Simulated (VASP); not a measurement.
# CsSnI3 (Pm-3m) in VASP: notebook, part 2 of 2

VASP 6.6.1.

## 4. Single point, PBE (volume scaled by 0.97)

File INCAR:

```
  ALGO = Normal
  EDIFF = 1E-6
  ENCUT = 520
  GGA = PE
  ISIF = 2
  ISMEAR = 0
  LASPH = True
  LCHARG = False
  LREAL = False
  LWAVE = False
  NBANDS = 30
  NELM = 80
  PREC = Accurate
  SIGMA = 0.02
```

File KPOINTS:

```
k-points
0
Gamma
  6 6 6
```

File POSCAR:

```
CsSnI3
1.0
    6.2196984345      0.0000000000      0.0000000000
    0.0000000000      6.2196984345      0.0000000000
    0.0000000000      0.0000000000      6.2196984345
Cs Sn I
1 1 3
Direct
    0.0000000000      0.0000000000      0.0000000000
    0.5000000000      0.5000000000      0.5000000000
    0.0000000000      0.5000000000      0.5000000000
    0.5000000000      0.0000000000      0.5000000000
    0.5000000000      0.5000000000      0.0000000000
```

Potentials or basis: VASP PAW PBE potentials, release 64 (Cs_sv, Sn_d, I).

Run with:

```bash
$ cat potpaw_PBE.64/Cs_sv/POTCAR potpaw_PBE.64/Sn_d/POTCAR potpaw_PBE.64/I/POTCAR > POTCAR
$ mpirun -np 1 vasp_std > vasp.out
```

OUTCAR:

```text
EDIFF = 1E-6
   ENCUT = 520
   GGA = PE
   ISIF = 2
   ISMEAR = 0
   LASPH = True
   LREAL = False
   NELM = 80
   PREC = Accurate

 ion  position               nearest neighbor table
   1  0.000  0.000  0.000-
   2  0.500  0.500  0.500-   3 3.11   4 3.11   5 3.11   5 3.11   4 3.11   3 3.11
   3  0.000  0.500  0.500-   2 3.11   2 3.11
   4  0.500  0.000  0.500-   2 3.11   2 3.11
   5  0.500  0.500  0.000-   2 3.11   2 3.11

  LATTYP: Found a simple cubic cell.
 ALAT       =     6.2196984345

  Lattice vectors:

 A1 = (   6.2196984345,   0.0000000000,   0.0000000000)
 A2 = (   0.0000000000,   6.2196984345,   0.0000000000)
 A3 = (   0.0000000000,   0.0000000000,   6.2196984345)

Analysis of symmetry for initial positions (statically):
=====================================================================
 Subroutine PRICEL returns:
 Original cell was already a primitive cell.

 Routine SETGRP: Setting up the symmetry group for a
 simple cubic supercell.

[... 165 lines left out ...]

  energy without entropy =      -14.01716698  energy(sigma->0) =      -14.01716698

 E-fermi :   2.9641     XC(G=0):  -7.4963

 val. band max:        2.8278363786   @ k =   0.5000   0.5000   0.5000
 cond. band min:       3.1665190035   @ k =   0.5000   0.5000   0.5000
 fundamental gap:      0.3386826250
 Fermi energy:         2.9640848437

 k-point     1 :       0.0000    0.0000    0.0000
  band No.  band energies     occupation
      1     -19.4842      2.00000
      2     -19.2807      2.00000
      3     -19.2807      2.00000
      4     -19.2615      2.00000
      5     -19.2615      2.00000
      6     -19.2615      2.00000
[... 649 lines left out ...]
     29       6.8324      0.00000
     30       8.0094      0.00000

------------------------ aborting loop because EDIFF is reached ----------------------------------------

  FORCE on cell =-STRESS in cart. coord.  units (eV):
  Direction    XX          YY          ZZ          XY          YZ          ZX
  --------------------------------------------------------------------------------------
  -------------------------------------------------------------------------------------
  Total        0.7838644      0.7838644      0.7838644      0.0000000     -0.0000000      0.0000000
  in kB        5.2196759      5.2196759      5.2196759      0.0000000     -0.0000000      0.0000000
  external PRESSURE =       5.2196759 kB  Pullay stress =       0.0000000 kB

 VOLUME and BASIS-vectors are now :
 -----------------------------------------------------------------------------
  energy-cutoff  :      520.00
  volume of cell :      240.61
      direct lattice vectors                 reciprocal lattice vectors
     6.219698434  0.000000000  0.000000000     0.160779499  0.000000000  0.000000000
     0.000000000  6.219698434  0.000000000     0.000000000  0.160779499  0.000000000
     0.000000000  0.000000000  6.219698434     0.000000000  0.000000000  0.160779499

 POSITION                                       TOTAL-FORCE (eV/Angst)
 -----------------------------------------------------------------------------------
      0.00000      0.00000      0.00000         0.000000      0.000000      0.000000
      3.10985      3.10985      3.10985         0.000000      0.000000      0.000000
      0.00000      3.10985      3.10985         0.000000      0.000000      0.000000
      3.10985      0.00000      3.10985         0.000000      0.000000      0.000000
      3.10985      3.10985      0.00000         0.000000      0.000000      0.000000
 -----------------------------------------------------------------------------------
    total drift:                                0.000000     -0.000000     -0.000000

  FREE ENERGIE OF THE ION-ELECTRON SYSTEM (eV)
  ---------------------------------------------------
  free  energy   TOTEN  =       -14.0171669844 eV

  energy  without entropy=      -14.0171669844  energy(sigma->0) =      -14.01716698
```

Run time: 3.9 min. Hardware: 1 thread of Oxide Virtual Turin-like, shared host; peak memory 0.37 GiB.

Results:

```yaml
Free_energy: -14.0172 eV
Pressure: 0.5 GPa
Band_gap_on_the_k_mesh: 0.34 eV, direct
```

Levels at points of the mesh, in eV from the valence-band top:
```tsv
k point	band 18	band 19	band 20	band 21	band 22	band 23	band 24	band 25	band 26	band 27
(0.00, 0.00, 0.00)	-2.32	-2.32	-2.17	-2.17	-2.17	2.19	3.12	3.12	3.46	3.46
(0.50, 0.00, 0.00)	-2.56	-2.48	-2.29	-2.29	-1.56	1.10	3.72	3.92	4.21	4.27
(0.50, 0.50, 0.00)	-2.63	-2.63	-2.51	-1.75	-0.77	0.78	0.78	3.97	4.21	4.37
(0.50, 0.50, 0.50)	-2.51	-1.73	-1.73	-1.73	0.00	0.34	0.34	0.34	3.00	4.00
```

Caveat: the cell differs from its parent crystal (volume scaled by 0.97); spin-orbit coupling is left out, which moves the levels of the heavy elements.

## 5. Single point, PBE

This run uses another cell than the first one, of 49.61 Å³/atom, 2.298 times its volume.

File INCAR:

```
SYSTEM = CsSnI3
PREC = Accurate
ENCUT = 520
EDIFF = 1E-7
ISMEAR = 0
SIGMA = 0.02
LREAL = .False.
LASPH = .True.
NELM = 100
ALGO = Normal
ISIF = 2
LWAVE = .False.
LCHARG = .False.
GGA = PE
NBANDS = 30
```

File KPOINTS:

```
regular mesh
0
Gamma
  6 6 6
  0 0 0
```

POSCAR, as its differences from that of step 4:

```diff
@@ -2,5 +2,5 @@
 1.0
-    6.2196984345      0.0000000000      0.0000000000
-    0.0000000000      6.2196984345      0.0000000000
-    0.0000000000      0.0000000000      6.2196984345
+    6.2831691289      0.0000000000      0.0000000000
+    0.0000000000      6.2831691289      0.0000000000
+    0.0000000000      0.0000000000      6.2831691289
 Cs Sn I
```

Run with:

```bash
$ cat potpaw_PBE.64/Cs_sv/POTCAR potpaw_PBE.64/Sn_d/POTCAR potpaw_PBE.64/I/POTCAR > POTCAR
$ mpirun -np 1 vasp_std > vasp.out
```

It took 3.5 min on 1 thread of Oxide Virtual Turin-like, shared host; peak memory 0.38 GiB.

It converged, with:

- Free energy: -14.0299 eV
- Pressure: 0.0 GPa
- Band gap on the k mesh: 0.47 eV, direct

Levels at points of the mesh, in eV from the valence-band top:
```csv
k point,band 18,band 19,band 20,band 21,band 22,band 23,band 24,band 25,band 26,band 27
"(0.00, 0.00, 0.00)",-2.12,-2.12,-1.98,-1.98,-1.98,2.34,3.33,3.33,3.67,3.67
"(0.50, 0.00, 0.00)",-2.35,-2.27,-2.09,-2.09,-1.46,1.21,3.82,4.06,4.30,4.30
"(0.50, 0.50, 0.00)",-2.40,-2.40,-2.33,-1.58,-0.72,0.90,0.90,3.98,4.34,4.50
"(0.50, 0.50, 0.50)",-2.32,-1.56,-1.56,-1.56,0.00,0.47,0.47,0.47,3.17,4.17
```

Caveat: spin-orbit coupling is left out, which moves the levels of the heavy elements.

## 6. Single point, PBE

This run uses another cell than the first one, of 49.61 Å³/atom, 2.298 times its volume.

File INCAR:

```
  PREC = Accurate
  ENCUT = 520
  EDIFF = 1E-6
  ISMEAR = 0
  SIGMA = 0.02
  LREAL = False
  LASPH = True
  NELM = 100
  ALGO = Normal
  ISIF = 2
  LWAVE = False
  LCHARG = False
  GGA = PE
  NBANDS = 30
```

File KPOINTS:

```
Automatic mesh
0
Gamma
  6 6 6
```

POSCAR is that of step 5.

Potentials or basis: VASP PAW PBE potentials, release 64 (Cs_sv, Sn_d, I).

Run with:

```bash
$ cat potpaw_PBE.64/Cs_sv/POTCAR potpaw_PBE.64/Sn_d/POTCAR potpaw_PBE.64/I/POTCAR > POTCAR
$ mpirun -np 1 vasp_std > vasp.out
```

It took 3.9 min on 1 thread of Oxide Virtual Turin-like, shared host; peak memory 0.38 GiB.

Results (log left out):

| Quantity | Value |
| --- | --- |
| Free energy | -14.0299 eV |
| Pressure | 0.0 GPa |
| Band gap on the k mesh | 0.47 eV, direct |

Levels at points of the mesh, in eV from the valence-band top:
| k point | band 19 | band 20 | band 21 | band 22 | band 23 | band 24 | band 25 | band 26 |
| --- | --- | --- | --- | --- | --- | --- | --- | --- |
| (0.00, 0.00, 0.00) | -2.12 | -1.98 | -1.98 | -1.98 | 2.33 | 3.33 | 3.33 | 3.67 |
| (0.50, 0.00, 0.00) | -2.27 | -2.09 | -2.09 | -1.46 | 1.21 | 3.82 | 4.06 | 4.30 |
| (0.50, 0.50, 0.00) | -2.41 | -2.33 | -1.58 | -0.72 | 0.90 | 0.90 | 3.98 | 4.34 |
| (0.50, 0.50, 0.50) | -1.56 | -1.56 | -1.56 | 0.00 | 0.47 | 0.47 | 0.47 | 3.17 |

Caveat: spin-orbit coupling is left out, which moves the levels of the heavy elements. A k mesh can miss the band edges.

## 7. Summary

```csv
cell,k mesh,smearing,gap on the mesh (eV),pressure (GPa)
"a = 4.761 Å, 5 atoms",8 × 8 × 8,gaussian 0.1 eV,none,90.0
"a = 6.155 Å, 5 atoms",6 × 6 × 6,gaussian 0.02 eV,0.20,1.1
"a = 6.220 Å, 5 atoms",6 × 6 × 6,gaussian 0.02 eV,0.34,0.5
"a = 6.283 Å, 5 atoms",6 × 6 × 6,gaussian 0.02 eV,0.47,0.0
```

Alike in all rows: task single point; level PBE; potentials or basis VASP PAW PBE potentials, release 64 (Cs_sv, Sn_d, I); no spin polarisation; cutoff (eV) 520.

Caveats: spin-orbit coupling is left out, which moves the levels of the heavy elements.

Absolute energies hang on the potentials; compare differences alone.
